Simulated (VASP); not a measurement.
# ZnO (P6_3mc) in VASP: a series of runs

The runs below take ZnO through single point, relaxation of cell and atoms, with PBE+D3(BJ).

Program: VASP 6.6.1. These are calculated values, not measurements. Logs are shortened: lines on timing, memory, paths and dates and some standing lists are left out, and cuts for length are marked.

**Measured values to compare with.**

From “Electronic structure of alkaline earth and post-transition metal oxides”, 2009, arxiv:0908.1581, for a bulk crystal of ZnO: band gap 3.37 eV.

The runs below are set against these values where they give the same quantity.

### 1 The cell of the first run

Symmetry: P6_3mc, No. 186, hexagonal system. Conventional cell: a = 3.249 Å, b = 3.249 Å, c = 5.204 Å, α = 90.00°, β = 90.00°, γ = 120.00°. Within 2.6 Å of Zn (site symmetry 3m) lie 4 O at 1.97 to 1.99 Å. O (site symmetry 3m) has 4 Zn at 1.97 to 1.99 Å within 2.6 Å.

### 2 Single point, PBE+D3(BJ)

INCAR

```
PREC = Accurate
ENCUT = 600
EDIFF = 1E-6
ISMEAR = 0
SIGMA = 0.1
LREAL = False
LASPH = True
NELM = 120
ALGO = Normal
ISIF = 2
LWAVE = False
LCHARG = False
GGA = PE
IVDW = 12
NBANDS = 26
GGA_COMPAT = False
```

KPOINTS

```
Automatic mesh
0
Gamma
  6 6 4
```

POSCAR

```
ZnO
1.0
    3.2494000000      0.0000000000      0.0000000000
   -1.6247000000      2.8140629500      0.0000000000
    0.0000000000      0.0000000000      5.2038000000
Zn O
2 2
Direct
    0.3333333300      0.6666666700      0.0000000000
    0.6666666700      0.3333333300      0.5000000000
    0.3333333300      0.6666666700      0.3830000000
    0.6666666700      0.3333333300      0.8830000000
```

Potentials or basis: VASP PAW PBE potentials, release 64 (Zn, O).

On the command line:

```sh
$ cat potpaw_PBE.64/Zn/POTCAR potpaw_PBE.64/O/POTCAR > POTCAR
$ mpirun -np 1 vasp_std > vasp.out
```

OUTCAR:

```text
PREC = Accurate
   ENCUT = 600
   EDIFF = 1E-6
   ISMEAR = 0
   LREAL = False
   LASPH = True
   NELM = 120
   ISIF = 2
   GGA = PE
   IVDW = 12
 IVDW          = 12

 ion  position               nearest neighbor table
   1  0.333  0.667  0.000-   4 1.97   4 1.97   4 1.97   3 1.99
   2  0.667  0.333  0.500-   3 1.97   3 1.97   3 1.97   4 1.99
   3  0.333  0.667  0.383-   2 1.97   2 1.97   2 1.97   1 1.99
   4  0.667  0.333  0.883-   1 1.97   1 1.97   1 1.97   2 1.99

  LATTYP: Found a hexagonal cell.
 ALAT       =     3.2494000000
 C/A-ratio  =     1.6014648858

  Lattice vectors:

 A1 = (   3.2494000000,   0.0000000000,   0.0000000000)
 A2 = (  -1.6247000000,   2.8140629500,   0.0000000000)
 A3 = (   0.0000000000,   0.0000000000,   5.2038000000)

Analysis of symmetry for initial positions (statically):
=====================================================================
 Subroutine PRICEL returns:
 Original cell was already a primitive cell.

 Routine SETGRP: Setting up the symmetry group for a
 hexagonal supercell.

 Subroutine GETGRP returns: Found 12 space group operations
 (whereof  6 operations were pure point group operations)
 out of a pool of 24 trial point group operations.

The static configuration has the point symmetry C_3v.
 The point group associated with its full space group is C_6v.

Analysis of symmetry for dynamics (positions and initial velocities):
=====================================================================
 Subroutine PRICEL returns:
 Original cell was already a primitive cell.

 Routine SETGRP: Setting up the symmetry group for a
 hexagonal supercell.

 Subroutine GETGRP returns: Found 12 space group operations
 (whereof  6 operations were pure point group operations)
 out of a pool of 24 trial point group operations.

The dynamic configuration has the point symmetry C_3v.
 The point group associated with its full space group is C_6v.

 Subroutine INISYM returns: Found 12 space group operations
 (whereof  6 operations are pure point group operations),
 and found     1 'primitive' translations

----------------------------------------------------------------------------------------

                                     Primitive cell

  volume of cell :      47.5836

  direct lattice vectors                    reciprocal lattice vectors
     3.249400000  0.000000000  0.000000000     0.307749123  0.177679039  0.000000000
    -1.624700000  2.814062950  0.000000000     0.000000000  0.355358078  0.000000000
     0.000000000  0.000000000  5.203800000     0.000000000  0.000000000  0.192167262

  length of vectors
     3.249400000  3.249400003  5.203800000     0.355358078  0.355358078  0.192167262

  position of ions in fractional coordinates (direct lattice)
     0.333333330  0.666666670  0.000000000
     0.666666670  0.333333330  0.500000000
     0.333333330  0.666666670  0.383000000
     0.666666670  0.333333330  0.883000000

  ion indices of the primitive-cell ions
   primitive index   ion index
                 1           1
                 2           2
                 3           3
                 4           4

----------------------------------------------------------------------------------------

 KPOINTS: Automatic mesh

Automatic generation of k-mesh.
 Grid dimensions read from file:
 generate k-points for:    6    6    4

 Generating k-lattice:

  Cartesian coordinates                     Fractional coordinates (reciprocal lattice)
     0.051291520  0.029613173  0.000000000     0.166666667  0.000000000  0.000000000
     0.000000000  0.059226346  0.000000000     0.000000000  0.166666667  0.000000000
     0.000000000  0.000000000  0.048041816     0.000000000  0.000000000  0.250000000

  Length of vectors
     0.059226346  0.059226346  0.048041816

  Shift w.r.t. Gamma in fractional coordinates (k-lattice)
     0.000000000  0.000000000  0.000000000

 Subroutine IBZKPT returns following result:
 ===========================================

 Found     21 irreducible k-points:

 Following reciprocal coordinates:
            Coordinates               Weight
  0.000000  0.000000  0.000000      1.000000
  0.166667  0.000000  0.000000      6.000000
  0.333333  0.000000  0.000000      6.000000
  0.500000  0.000000  0.000000      3.000000
  0.166667  0.166667  0.000000      6.000000
  0.333333  0.166667  0.000000     12.000000
[... 13 lines left out ...]
  0.333333  0.166667  0.500000     12.000000
  0.333333  0.333333  0.500000      2.000000
   k-points           NKPTS =     21   k-points in BZ     NKDIM =     21   number of bands    NBANDS=     26
   number of dos      NEDOS =    301   number of ions     NIONS =      4
   total plane-waves  NPLWV =  32928
   dimension x,y,z NGX =    28 NGY =   28 NGZ =   42
   dimension x,y,z NGXF=    56 NGYF=   56 NGZF=   84
   ions per type =               2   2
   NGX,Y,Z   is equivalent  to a cutoff of  14.33, 14.33, 13.42 a.u.
   NGXF,Y,Z  is equivalent  to a cutoff of  28.65, 28.65, 26.84 a.u.
 SYSTEM =  unknown system
   PREC   = accura    normal or accurate (medium, high low for compatibility)
   ISTART =      0    job   : 0-new  1-cont  2-samecut
   ICHARG =      2    charge: 1-file 2-atom 10-const
   ISPIN  =      1    spin polarized calculation?
   LNONCOLLINEAR =      F non collinear calculations
   LSORBIT =      F    spin-orbit coupling
   LASPH  =      T    aspherical Exc in radial PAW
   ENCUT  =  600.0 eV  44.10 Ry    6.64 a.u.   6.49  6.49 10.39*2*pi/ulx,y,z
   NELM   =    120;   NELMIN=  2; NELMDL= -5     # of ELM steps
   EDIFF  = 0.1E-05   stopping-criterion for ELM
   LREAL  =      F    real-space projection
   EDIFFG = 0.1E-04   stopping-criterion for IOM
   NSW    =      0    number of steps for IOM
   IBRION =     -1    ionic relax: 0-MD 1-quasi-New 2-CG
   NFREE  =      0    steps in history (QN), initial steepest desc. (CG)
   ISIF   =      2    stress and relaxation
   ISYM   =      2    0-nonsym 1-usesym 2-fastsym
   POTIM  = 0.5000    time-step for ionic-motion
   TEBEG  =    0.0;   TEEND  =   0.0 temperature during run
   PSTRESS=    0.0 pullay stress
   NELECT =      36.0000    total number of electrons
   NUPDOWN=      -1.0000    fix difference up-down
   EMIN   =  10.00;   EMAX   =-10.00  energy-range for DOS
   EFERMI =   0.00;   METHOD = LEGACY
   ISMEAR =     0;   SIGMA  =   0.10  broadening in eV -4-tet -1-fermi 0-gaus
   EFERMI_NEDOS =   21; number of points for ismear=-14 and -15
   IALGO  =     38    algorithm
   IMIX   =      4    mixing-type and parameters
     AMIX     =   0.40;   BMIX     =  1.00
     AMIX_MAG =   1.60;   BMIX_MAG =  1.00
  volume/ion in A,a.u.               =      11.90        80.28
  Fermi-wavevector in a.u.,A,eV,Ry     =   1.491729  2.818958 30.276420  2.225254
  Thomas-Fermi vector in A             =   2.604347
   LORBIT       =      0    0 simple, 1 ext, 2 COOP (PROOUT), +10 PAW based schemes
   GGA     = PE    functional components
   LHFCALC =     F    Hartree Fock is set to
   AEXX    =    0.0000 exact exchange contribution
   IVDW    =    12    specifies the selected vdW correction
   LEPSILON=     F    determine dielectric tensor
   LRPA    =     F    only Hartree local field effects (RPA)
 non-spin polarized calculation
 Gauss-broadening in eV      SIGMA  =   0.10
  energy-cutoff  :      600.00
  volume of cell :       47.58
 maximum number of plane-waves:      1616
 NGX is ok and might be reduce to    28
   NGX = 13   NGY = 13   NGZ = 21

 number of electron      36.0000008 magnetization

 Free energy of the ion-electron system (eV)
  ---------------------------------------------------
  ext. energy  EPLUGINS =         0.00000000
  ---------------------------------------------------
  free energy    TOTEN  =       -17.82360507 eV

  energy without entropy =      -17.82360506  energy(sigma->0) =      -17.82360507

 E-fermi :   1.6067     XC(G=0): -10.9119

 val. band max:        1.2099213234   @ k =   0.0000   0.0000   0.0000
 cond. band min:       1.9992843631   @ k =   0.0000   0.0000   0.0000
 fundamental gap:      0.7893630397
 Fermi energy:         1.6066674585

 k-point     1 :       0.0000    0.0000    0.0000
  band No.  band energies     occupation
      1     -16.8863      2.00000
      2     -16.1575      2.00000
      3      -4.5040      2.00000
      4      -4.5040      2.00000
      5      -4.4033      2.00000
      6      -4.3975      2.00000
[... 18 lines left out ...]
     25      15.3151      0.00000
     26      15.3151      0.00000

 k-point     2 :       0.1667    0.0000    0.0000
  band No.  band energies     occupation
      1     -16.7401      2.00000
      2     -16.0956      2.00000
      3      -4.6524      2.00000
      4      -4.4174      2.00000
      5      -4.3765      2.00000
      6      -4.2970      2.00000
[... 18 lines left out ...]
     25      15.2692      0.00000
     26      15.5422      0.00000

 k-point     3 :       0.3333    0.0000    0.0000
  band No.  band energies     occupation
      1     -16.4110      2.00000
      2     -15.9928      2.00000
      3      -4.8024      2.00000
      4      -4.4498      2.00000
      5      -4.2734      2.00000
      6      -4.0620      2.00000
[... 18 lines left out ...]
     25      14.6668      0.00000
     26      15.3012      0.00000

 k-point     4 :       0.5000    0.0000    0.0000
  band No.  band energies     occupation
      1     -16.2017      2.00000
      2     -15.9778      2.00000
      3      -4.7197      2.00000
      4      -4.5405      2.00000
      5      -4.2241      2.00000
      6      -3.8551      2.00000
[... 18 lines left out ...]
     25      14.4847      0.00000
     26      15.4412      0.00000
[... 409 lines left out ...]
      1     -16.2553      2.00000
      2     -16.2553      2.00000
      3      -4.8279      2.00000
      4      -4.8279      2.00000
      5      -4.2734      2.00000
      6      -4.2734      2.00000
[... 18 lines left out ...]
     25      14.6737      0.00000
     26      14.6737      0.00000

 k-point    20 :       0.3333    0.1667    0.5000
  band No.  band energies     occupation
      1     -16.0824      2.00000
      2     -16.0824      2.00000
      3      -4.7658      2.00000
      4      -4.7658      2.00000
      5      -4.1339      2.00000
      6      -4.1339      2.00000
[... 18 lines left out ...]
     25      15.4186      0.00000
     26      15.4186      0.00000

 k-point    21 :       0.3333    0.3333    0.5000
  band No.  band energies     occupation
      1     -16.0256      2.00000
      2     -16.0256      2.00000
      3      -4.5126      2.00000
      4      -4.5126      2.00000
      5      -4.2701      2.00000
      6      -4.2701      2.00000
[... 18 lines left out ...]
     25      16.9543      0.00000
     26      16.9558      0.00000

------------------------ aborting loop because EDIFF is reached ----------------------------------------

 Edisp (eV)   -0.89706

 E8    (eV) :    -0.3384

  FORCE on cell =-STRESS in cart. coord.  units (eV):
  Direction    XX          YY          ZZ          XY          YZ          ZX
  --------------------------------------------------------------------------------------
  -------------------------------------------------------------------------------------
  Total       0.83621     0.83621     0.78945     0.00000     0.00000     0.00000
  in kB      28.15593    28.15593    26.58144     0.00000     0.00000     0.00000
  external pressure =       27.63 kB  Pullay stress =        0.00 kB

 VOLUME and BASIS-vectors are now :
 -----------------------------------------------------------------------------
  energy-cutoff  :      600.00
  volume of cell :       47.58
      direct lattice vectors                 reciprocal lattice vectors
     3.249400000  0.000000000  0.000000000     0.307749123  0.177679039  0.000000000
    -1.624700000  2.814062950  0.000000000     0.000000000  0.355358078  0.000000000
     0.000000000  0.000000000  5.203800000     0.000000000  0.000000000  0.192167262

 POSITION                                       TOTAL-FORCE (eV/Angst)
 -----------------------------------------------------------------------------------
     -0.00000      1.87604      0.00000        -0.000000      0.000000      0.063819
      1.62470      0.93802      2.60190         0.000000     -0.000000      0.063819
     -0.00000      1.87604      1.99306         0.000000      0.000000     -0.063819
      1.62470      0.93802      4.59496        -0.000000     -0.000000     -0.063819
 -----------------------------------------------------------------------------------
    total drift:                               -0.000016      0.000009     -0.000672

  FREE ENERGIE OF THE ION-ELECTRON SYSTEM (eV)
  ---------------------------------------------------
  free  energy   TOTEN  =       -18.7206672658 eV

  energy  without entropy=      -18.7206672656  energy(sigma->0) =      -18.72066727
```

Wall time 38 s (1 thread of Intel Xeon 8259CL, shared host); peak memory 0.19 GiB.

Results:

* Free energy: -18.7207 eV
* Pressure: 2.8 GPa
* Largest force: 0.064 eV/Å
* Band gap on the k mesh: 0.79 eV
* Dispersion energy per atom: -0.224 eV

Forces on the atoms (eV/Å):
```
Zn   0.000  0.000  0.064
Zn   0.000  0.000  0.064
O    0.000  0.000 -0.064
O    0.000  0.000 -0.064
```

Levels at points of the mesh, in eV from the valence-band top:
| k point | band 15 | band 16 | band 17 | band 18 | band 19 | band 20 | band 21 | band 22 |
| --- | --- | --- | --- | --- | --- | --- | --- | --- |
| (0.00, 0.00, 0.00) | -0.78 | -0.10 | 0.00 | 0.00 | 0.79 | 5.18 | 8.25 | 12.84 |
| (0.50, 0.00, 0.00) | -2.81 | -2.27 | -1.27 | -0.87 | 5.77 | 6.86 | 7.64 | 8.47 |
| (0.00, 0.00, 0.50) | -0.38 | -0.38 | -0.38 | -0.38 | 3.46 | 3.46 | 10.08 | 10.08 |
| (0.50, 0.00, 0.50) | -1.53 | -1.53 | -1.34 | -1.34 | 5.72 | 5.72 | 8.43 | 8.43 |

Caveat: semilocal functionals underestimate gaps, and a narrow one can read as zero. PBE gaps usually lie below the measured ones, often by a third to a half.

### 3 Single point, PBE+D3(BJ)

This run uses another cell than the first one, of 12.06 Å³/atom.

INCAR

```
SYSTEM = ZnO
PREC = Accurate
ENCUT = 600
EDIFF = 1E-6
ISMEAR = 0
SIGMA = 0.02
LREAL = .False.
LASPH = .True.
NELM = 120
ALGO = Normal
ISIF = 2
LWAVE = .False.
LCHARG = .False.
GGA = PE
IVDW = 12
NBANDS = 26
GGA_COMPAT = .False.
```

KPOINTS

```
regular mesh
0
Gamma
  9 9 6
  0 0 0
```

POSCAR

```
ZnO
1.0
    3.2553142540      0.0000000000      0.0000000000
   -1.6276571270      2.8191848413      0.0000000000
    0.0000000000      0.0000000000      5.2570826936
Zn O
2 2
Direct
    0.3333333333      0.6666666667      0.0020666745
    0.6666666667      0.3333333333      0.5020666745
    0.3333333333      0.6666666667      0.3809333255
    0.6666666667      0.3333333333      0.8809333255
```

Potentials or basis: VASP PAW PBE potentials, release 64 (Zn, O).

On the command line:

```sh
$ cat potpaw_PBE.64/Zn/POTCAR potpaw_PBE.64/O/POTCAR > POTCAR
$ mpirun -np 1 vasp_std > vasp.out
```

Run time: 85 s. Hardware: 1 thread of Intel Xeon 8259CL, shared host; peak memory 0.21 GiB.

It converged, with:

```yaml
Free_energy: -18.7326 eV
Pressure: 0.8 GPa
Band_gap_on_the_k_mesh: 0.76 eV
Dispersion_energy_per_atom: -0.221 eV
```

Levels at points of the mesh, in eV from the valence-band top:
| k point | band 15 | band 16 | band 17 | band 18 | band 19 | band 20 | band 21 | band 22 |
| --- | --- | --- | --- | --- | --- | --- | --- | --- |
| (0.00, 0.00, 0.00) | -0.78 | -0.08 | 0.00 | 0.00 | 0.76 | 5.18 | 8.14 | 12.85 |
| (0.00, 0.00, 0.50) | -0.38 | -0.38 | -0.38 | -0.38 | 3.41 | 3.41 | 10.00 | 10.00 |

Caveat: semilocal functionals underestimate gaps, and a narrow one can read as zero.

### 4 Relaxation of cell and atoms, PBE+D3(BJ)

INCAR

```
  PREC = Accurate
  ENCUT = 600
  EDIFF = 1E-7
  ISMEAR = 0
  SIGMA = 0.02
  LREAL = F
  LASPH = T
  NELM = 120
  ALGO = Normal
  ISIF = 3
  LWAVE = F
  LCHARG = F
  GGA = PE
  IVDW = 12
  IBRION = 2
  NSW = 100
  EDIFFG = -0.002
  GGA_COMPAT = F
  NELMIN = 4
```

KPOINTS

```
regular mesh
0
Gamma
  9 9 6
```

POSCAR

```
ZnO
1.0
    3.2494000000      0.0000000000      0.0000000000
   -1.6247000000      2.8140629500      0.0000000000
    0.0000000000      0.0000000000      5.2038000000
Zn O
2 2
Direct
    0.3333333300      0.6666666700      0.0000000000
    0.6666666700      0.3333333300      0.5000000000
    0.3333333300      0.6666666700      0.3830000000
    0.6666666700      0.3333333300      0.8830000000
```

On the command line:

```sh
$ cat potpaw_PBE.64/Zn/POTCAR potpaw_PBE.64/O/POTCAR > POTCAR
$ mpirun -np 1 vasp_std > vasp.out
```

Wall time 6.4 min (1 thread of Intel Xeon 8259CL, shared host); peak memory 0.22 GiB.

It converged, with:

```yaml
Free_energy: -18.7319 eV
Relaxed_volume: 12.13 Å³/atom
Relaxed_cell: a = 3.262 Å, b = 3.262 Å, c = 5.267 Å, α = 90.00°, β = 90.00°, γ = 120.00°
Space_group_after_relaxing_to_0.1_Å: P6_3mc (No. 186)
Energy_gained_by_relaxing: 2.3 meV/atom
Ionic_steps: 11
Pressure_after_relaxing: 0.0 GPa
Band_gap_on_the_k_mesh: 0.75 eV
Dispersion_energy_per_atom: -0.220 eV
```

The path:
```
step  energy change (eV)  largest force (eV/Å)  pressure (GPa)  volume (Å³)
   1              0.0000                0.0640            2.76        47.58
   2             -0.0060                0.0211           -1.38        49.01
   3             -0.0081                0.0347           -0.04        48.52
   4             -0.0084                0.0268           -0.03        48.51
   5             -0.0089                0.0021            0.00        48.51
   6             -0.0084                0.0507            0.07        48.49
   7             -0.0090                0.0107            0.04        48.50
   8             -0.0090                0.0123           -0.08        48.54
   9             -0.0090                0.0025            0.00        48.52
  10             -0.0090                0.0002           -0.02        48.52
  11             -0.0090                0.0000           -0.02        48.52
```

Final structure:
```xyz
4
Lattice="3.2616 0.0000 0.0000 -1.6308 2.8246 0.0000 0.0000 0.0000 5.2666" Properties=species:S:1:pos:R:3 pbc="T T T"
Zn    0.0000    1.8831    0.0108
Zn    1.6308    0.9415    2.6441
O     0.0000    1.8831    2.0063
O     1.6308    0.9415    4.6396
```

Levels at points of the mesh, in eV from the valence-band top:
```tsv
k point	band 14	band 15	band 16	band 17	band 18	band 19	band 20	band 21	band 22
(0.00, 0.00, 0.00)	-0.77	-0.77	-0.08	0.00	0.00	0.75	5.16	8.12	12.82
(0.00, 0.00, 0.50)	-2.24	-0.38	-0.38	-0.38	-0.38	3.40	3.40	9.98	9.98
```

Caveat: semilocal functionals underestimate gaps, and a narrow one can read as zero. Zero-point motion and thermal expansion aren't in these numbers.

### 5 Overview

| task | cell | k mesh | smearing | gap on the mesh (eV) | pressure (GPa) |
| --- | --- | --- | --- | --- | --- |
| single point | a = 3.249, b = 3.249, c = 5.204 Å, angles 90.0, 90.0, 120.0°, 4 atoms, atomic positions A | 6 × 6 × 4 | gaussian 0.1 eV | 0.79 | 2.8 |
| single point | a = 3.255, b = 3.255, c = 5.257 Å, angles 90.0, 90.0, 120.0°, 4 atoms, atomic positions B | 9 × 9 × 6 | gaussian 0.02 eV | 0.76 | 0.8 |
| relaxation of cell and atoms | relaxed from a = 3.249, b = 3.249, c = 5.204 Å, angles 90.0, 90.0, 120.0°, 4 atoms, atomic positions A | 9 × 9 × 6 | gaussian 0.02 eV | 0.75 | 0.0 |

Alike in all rows: level PBE+D3(BJ); potentials or basis VASP PAW PBE potentials, release 64 (Zn, O); no spin polarisation; cutoff (eV) 600.

Caveats: semilocal functionals underestimate gaps, and a narrow one can read as zero.

Total energies depend on the potentials used, so only differences within one code and one set of settings carry meaning.

### 6 Against experiment

Step 3. Measured gap of ZnO: 3.37 eV (quoted in “Electronic structure of alkaline earth and post-transition metal oxides”, 2009, arxiv:0908.1581). This calculation gives 0.76 eV (-2.61 eV). So large a miss can be the level of theory's own, or it may mean another phase, state or a wrong row. The value is that of PBE+D3(BJ), without temperature or zero-point motion. Semilocal functionals fall short of measured gaps as a rule.
